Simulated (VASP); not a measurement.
# Al3Cu2 (P-3m1) in VASP: notebook, part 2 of 2

VASP 6.6.1.

### Step 3. Single point, PBEsol

This run uses another cell than the first one, of 14.52 Å³/atom.

INCAR reads:

```
ALGO     = Fast           # electronic algorithm
EDIFF    = 1E-7           # SCF threshold, eV
ENCUT    = 520            # plane-wave cutoff, eV
GGA      = PS             # functional
ISIF     = 2              # what is computed and relaxed
ISMEAR   = -1             # smearing method
LASPH    = True           # aspherical terms in the spheres
LCHARG   = False          # write CHGCAR
LREAL    = False          # projectors in reciprocal space
LWAVE    = False          # write WAVECAR
NBANDS   = 24             # bands
NELM     = 80             # most SCF steps
PREC     = Accurate       # precision mode
SIGMA    = 0.15           # smearing width, eV
```

KPOINTS reads:

```
k-points
0
Gamma
  12 12 8
```

POSCAR reads:

```
Al3Cu2
1.0
    4.1010445739      0.0000000000      0.0000000000
   -2.0505222869      3.5516087831      0.0000000000
    0.0000000000      0.0000000000      4.9855871853
Al Cu
3 2
Direct
    0.0000000000      0.0000000000      0.0000000000
    0.3333333333      0.6666666667      0.3517106676
    0.6666666667      0.3333333333      0.6482893324
    0.3333333333      0.6666666667      0.8428408285
    0.6666666667      0.3333333333      0.1571591715
```

Potentials or basis: VASP PAW PBE potentials, release 64 (Al, Cu).

The run is started by

```bash
$ cat potpaw_PBE.64/Al/POTCAR potpaw_PBE.64/Cu/POTCAR > POTCAR
$ mpirun -np 1 vasp_std > vasp.out
```

OUTCAR:

```text
EDIFF = 1E-7
   ENCUT = 520
   GGA = PS
   ISIF = 2
   ISMEAR = -1
   LASPH = True
   LREAL = False
   NELM = 80
   PREC = Accurate

 ion  position               nearest neighbor table
   1  0.000  0.000  0.000-   4 2.49   5 2.49   5 2.49   4 2.49   5 2.49   4 2.49   2 2.95   3 2.95
                             2 2.95   3 2.95   3 2.95   2 2.95
   2  0.333  0.667  0.352-   4 2.45   4 2.54   5 2.56   5 2.56   5 2.56   3 2.79   3 2.79   3 2.79
                             1 2.95   1 2.95   1 2.95
   3  0.667  0.333  0.648-   5 2.45   5 2.54   4 2.56   4 2.56   4 2.56   2 2.79   2 2.79   2 2.79
                             1 2.95   1 2.95   1 2.95
   4  0.333  0.667  0.843-   2 2.45   1 2.49   1 2.49   1 2.49   2 2.54   3 2.56   3 2.56   3 2.56

   5  0.667  0.333  0.157-   3 2.45   1 2.49   1 2.49   1 2.49   3 2.54   2 2.56   2 2.56   2 2.56

  LATTYP: Found a hexagonal cell.
 ALAT       =     4.1010445739
 C/A-ratio  =     1.2156871488

  Lattice vectors:

 A1 = (   4.1010445739,   0.0000000000,   0.0000000000)
 A2 = (  -2.0505222869,   3.5516087831,   0.0000000000)
 A3 = (   0.0000000000,   0.0000000000,   4.9855871853)

Analysis of symmetry for initial positions (statically):
=====================================================================
 Subroutine PRICEL returns:
 Original cell was already a primitive cell.

 Routine SETGRP: Setting up the symmetry group for a
 hexagonal supercell.

 Subroutine GETGRP returns: Found 12 space group operations
 (whereof 12 operations were pure point group operations)
 out of a pool of 24 trial point group operations.

The static configuration has the point symmetry D_3d.

Analysis of symmetry for dynamics (positions and initial velocities):
=====================================================================
 Subroutine PRICEL returns:
 Original cell was already a primitive cell.

 Routine SETGRP: Setting up the symmetry group for a
 hexagonal supercell.

 Subroutine GETGRP returns: Found 12 space group operations
 (whereof 12 operations were pure point group operations)
 out of a pool of 24 trial point group operations.

The dynamic configuration has the point symmetry D_3d.

 Subroutine INISYM returns: Found 12 space group operations
 (whereof 12 operations are pure point group operations),
 and found     1 'primitive' translations

----------------------------------------------------------------------------------------

                                     Primitive cell

  volume of cell :      72.6166

  direct lattice vectors                    reciprocal lattice vectors
     4.101044574  0.000000000  0.000000000     0.243840315  0.140781271  0.000000000
    -2.050522287  3.551608783  0.000000000     0.000000000  0.281562543  0.000000000
     0.000000000  0.000000000  4.985587185     0.000000000  0.000000000  0.200578179

  length of vectors
     4.101044574  4.101044574  4.985587185     0.281562543  0.281562543  0.200578179

  position of ions in fractional coordinates (direct lattice)
     0.000000000  0.000000000  0.000000000
     0.333333333  0.666666667  0.351710668
     0.666666667  0.333333333  0.648289332
     0.333333333  0.666666667  0.842840829
[... 35 lines left out ...]

 Following reciprocal coordinates:
            Coordinates               Weight
  0.000000  0.000000  0.000000      1.000000
  0.083333  0.000000  0.000000      6.000000
  0.166667  0.000000  0.000000      6.000000
  0.250000  0.000000  0.000000      6.000000
  0.333333  0.000000  0.000000      6.000000
  0.416667  0.000000  0.000000      6.000000
[... 16 lines left out ...]
  0.166667  0.000000  0.125000      6.000000
  0.000000  0.166667  0.125000      6.000000
 [... further k-points ...]
   k-points           NKPTS =    131   k-points in BZ     NKDIM =    131   number of bands    NBANDS=     24
   number of dos      NEDOS =    301   number of ions     NIONS =      5
   total plane-waves  NPLWV =  40960
   dimension x,y,z NGX =    32 NGY =   32 NGZ =   40
   dimension x,y,z NGXF=    64 NGYF=   64 NGZF=   80
   ions per type =               3   2
   NGX,Y,Z   is equivalent  to a cutoff of  12.97, 12.97, 13.34 a.u.
   NGXF,Y,Z  is equivalent  to a cutoff of  25.94, 25.94, 26.68 a.u.
 SYSTEM =  unknown system
   PREC   = accura    normal or accurate (medium, high low for compatibility)
   ISTART =      0    job   : 0-new  1-cont  2-samecut
   ICHARG =      2    charge: 1-file 2-atom 10-const
   ISPIN  =      1    spin polarized calculation?
   LNONCOLLINEAR =      F non collinear calculations
   LSORBIT =      F    spin-orbit coupling
   LASPH  =      T    aspherical Exc in radial PAW
   ENCUT  =  520.0 eV  38.22 Ry    6.18 a.u.   7.63  7.63  9.27*2*pi/ulx,y,z
   NELM   =     80;   NELMIN=  2; NELMDL= -5     # of ELM steps
   EDIFF  = 0.1E-06   stopping-criterion for ELM
   LREAL  =      F    real-space projection
   EDIFFG = 0.1E-05   stopping-criterion for IOM
   NSW    =      0    number of steps for IOM
   IBRION =     -1    ionic relax: 0-MD 1-quasi-New 2-CG
   NFREE  =      0    steps in history (QN), initial steepest desc. (CG)
   ISIF   =      2    stress and relaxation
   ISYM   =      2    0-nonsym 1-usesym 2-fastsym
   POTIM  = 0.5000    time-step for ionic-motion
   TEBEG  =    0.0;   TEEND  =   0.0 temperature during run
   PSTRESS=    0.0 pullay stress
   NELECT =      31.0000    total number of electrons
   NUPDOWN=      -1.0000    fix difference up-down
   EMIN   =  10.00;   EMAX   =-10.00  energy-range for DOS
   EFERMI =   0.00;   METHOD = LEGACY
   ISMEAR =    -1;   SIGMA  =   0.15  broadening in eV -4-tet -1-fermi 0-gaus
   EFERMI_NEDOS =   21; number of points for ismear=-14 and -15
   IALGO  =     68    algorithm
   IMIX   =      4    mixing-type and parameters
     AMIX     =   0.40;   BMIX     =  1.00
     AMIX_MAG =   1.60;   BMIX_MAG =  1.00
  volume/ion in A,a.u.               =      14.52        98.01
  Fermi-wavevector in a.u.,A,eV,Ry     =   1.232679  2.329426 20.674027  1.519498
  Thomas-Fermi vector in A             =   2.367440
   LORBIT       =      0    0 simple, 1 ext, 2 COOP (PROOUT), +10 PAW based schemes
   GGA     = PS    functional components
   LHFCALC =     F    Hartree Fock is set to
   AEXX    =    0.0000 exact exchange contribution
   IVDW    =     0    specifies the selected vdW correction
   LEPSILON=     F    determine dielectric tensor
   LRPA    =     F    only Hartree local field effects (RPA)
 non-spin polarized calculation
 RMM-DIIS sequential band-by-band and
  energy-cutoff  :      520.00
  volume of cell :       72.62
 maximum number of plane-waves:      1986
 NGX is ok and might be reduce to    32
   NGX = 15   NGY = 15   NGZ = 19

 number of electron      30.9999988 magnetization

 Free energy of the ion-electron system (eV)
  ---------------------------------------------------
  ext. energy  EPLUGINS =         0.00000000
  ---------------------------------------------------
  free energy    TOTEN  =       -21.76421263 eV

  energy without entropy =      -21.66833704  energy(sigma->0) =      -21.71627484

 E-fermi :   8.2654     XC(G=0): -11.0587

 val. band max:        8.2631209788   @ k =   0.1667   0.1667   0.2500
 cond. band min:       8.2958234165   @ k =   0.3333   0.0833   0.0000
 fundamental gap:      0.0327024376
 Fermi energy:         8.2654240823

 k-point     1 :       0.0000    0.0000    0.0000
  band No.  band energies     occupation
      1      -2.9710      2.00000
      2       1.8680      2.00000
      3       2.3809      2.00000
      4       2.9269      2.00000
      5       2.9269      2.00000
      6       3.2833      2.00000
[... 637 lines left out ...]
     23      13.7937      0.00000
     24      14.1946      0.00000

 [... further k-points ...]

------------------------ aborting loop because EDIFF is reached ----------------------------------------

  FORCE on cell =-STRESS in cart. coord.  units (eV):
  Direction    XX          YY          ZZ          XY          YZ          ZX
  --------------------------------------------------------------------------------------
  -------------------------------------------------------------------------------------
  Total        0.0612524      0.0612524      0.0778267      0.0000000     -0.0000000      0.0000000
  in kB        1.3514431      1.3514431      1.7171313      0.0000000     -0.0000000      0.0000000
  external PRESSURE =       1.4733391 kB  Pullay stress =       0.0000000 kB

 VOLUME and BASIS-vectors are now :
 -----------------------------------------------------------------------------
  energy-cutoff  :      520.00
  volume of cell :       72.62
      direct lattice vectors                 reciprocal lattice vectors
     4.101044574  0.000000000  0.000000000     0.243840315  0.140781271  0.000000000
    -2.050522287  3.551608783  0.000000000     0.000000000  0.281562543  0.000000000
     0.000000000  0.000000000  4.985587185     0.000000000  0.000000000  0.200578179

 POSITION                                       TOTAL-FORCE (eV/Angst)
 -----------------------------------------------------------------------------------
      0.00000      0.00000      0.00000        -0.000000      0.000000      0.000000
     -0.00000      2.36774      1.75348        -0.000000     -0.000000      0.004921
      2.05052      1.18387      3.23210        -0.000000      0.000000     -0.004921
     -0.00000      2.36774      4.20206         0.000000      0.000000     -0.001286
      2.05052      1.18387      0.78353         0.000000     -0.000000      0.001286
 -----------------------------------------------------------------------------------
    total drift:                               -0.000000      0.000000      0.000000

  FREE ENERGIE OF THE ION-ELECTRON SYSTEM (eV)
  ---------------------------------------------------
  free  energy   TOTEN  =       -21.7642126342 eV

  energy  without entropy=      -21.6683370416  energy(sigma->0) =      -21.71627484
```

Run time: 4.2 min. Hardware: 1 thread of Intel Xeon 8259CL, shared host; peak memory 0.3 GiB.

What came out:

* Free energy: -21.7642 eV
* Pressure: 0.1 GPa
* Largest force: 0.005 eV/Å
* Band gap on the k mesh: zero (an odd number of electrons rules out a gap without spin polarisation)

Forces on the atoms (eV/Å):
```
Al   0.000  0.000  0.000
Al   0.000  0.000  0.005
Al   0.000  0.000 -0.005
Cu   0.000  0.000 -0.001
Cu   0.000  0.000  0.001
```

Caveat: the PAW data sets were made with another functional, which shifts forces and pressure a little.

The gap in the log of VASP goes by the Fermi energy; the results here count the filled bands.